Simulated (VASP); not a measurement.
## MgI2: single point with r2SCAN

MgI2:

```xyz
3
Lattice="2.0528 1.1553 6.8923 -2.1045 1.2449 6.8923 0.0517 -2.4003 6.8923" Properties=species:S:1:pos:R:3 pbc="T T T"
Mg    0.0000    0.0000    0.0000
I    -0.0088   -0.0015    5.2253
I     0.0088    0.0015   15.4517
```

This cell differs from its parent crystal: shear xy strain -4.3%.

```json
{
 "Program": "VASP 6.6.1",
 "Task": "single point",
 "Functional": "r2SCAN",
 "Potentials or basis": "VASP PAW PBE potentials, release 64 (Mg, I)",
 "Cutoff": "520 eV",
 "k mesh": "8 × 8 × 8",
 "Occupations": "gaussian, width 0.01 eV",
 "Spin": "no spin polarisation",
 "Dipole correction": "no",
 "Further INCAR settings": "ALGO = Normal; EDIFF = 1e-06; NBANDS = 15"
}
```

The pressure is 0.6 GPa and the largest force is 0.037 eV/Å. The band gap on the k mesh is 3.64 eV (least direct gap 4.19 eV).

Forces in eV/Å, atoms in the order of the input:
```
Mg   0.000  0.000  0.000
I    0.003  0.000  0.037
I   -0.003  0.000 -0.037
```

Stress tensor (GPa, compression positive):
```
 0.51  0.78 -0.09
 0.78  0.58  0.00
-0.09  0.00  0.58
```

Levels at points of the mesh, in eV from the valence-band top:
| k point | band 4 | band 5 | band 6 | band 7 | band 8 | band 9 | band 10 | band 11 | band 12 | band 13 |
| --- | --- | --- | --- | --- | --- | --- | --- | --- | --- | --- |
| (0.00, 0.00, 0.00) | -0.65 | -0.46 | -0.27 | -0.12 | 0.00 | 4.41 | 5.29 | 6.85 | 7.27 | 8.11 |
| (0.50, 0.00, 0.00) | -3.04 | -1.66 | -1.49 | -1.32 | -0.94 | 4.18 | 5.74 | 6.94 | 7.53 | 8.08 |
| (0.00, 0.50, 0.00) | -3.02 | -1.77 | -1.34 | -1.14 | -0.64 | 4.49 | 6.08 | 6.80 | 7.63 | 8.49 |
| (0.50, 0.50, 0.00) | -3.29 | -1.54 | -1.37 | -0.56 | -0.50 | 3.73 | 5.56 | 5.59 | 7.45 | 7.50 |
| (0.00, 0.00, 0.50) | -3.04 | -1.72 | -1.33 | -1.31 | -0.79 | 4.33 | 5.91 | 6.87 | 7.58 | 8.27 |
| (0.50, 0.00, 0.50) | -3.29 | -1.50 | -1.31 | -0.47 | -0.40 | 3.81 | 5.57 | 5.72 | 7.49 | 7.72 |
| (0.00, 0.50, 0.50) | -3.28 | -1.67 | -1.34 | -0.69 | -0.56 | 3.64 | 5.43 | 5.57 | 7.23 | 7.48 |
| (0.50, 0.50, 0.50) | -1.52 | -0.55 | -0.36 | -0.36 | -0.17 | 5.30 | 5.49 | 7.03 | 7.44 | 8.32 |

Wall time 37 min on 1 thread of Intel(R) Xeon(R) Platinum 8488C (Sapphire Rapids), on a shared host, peak memory 0.7 GiB.

Caveat: the cell differs from its parent crystal (shear xy strain -4.3%); the PAW data sets were made with another functional, which shifts forces and pressure a little; spin-orbit coupling is left out, which moves the levels of the heavy elements. A k mesh can miss the band edges.
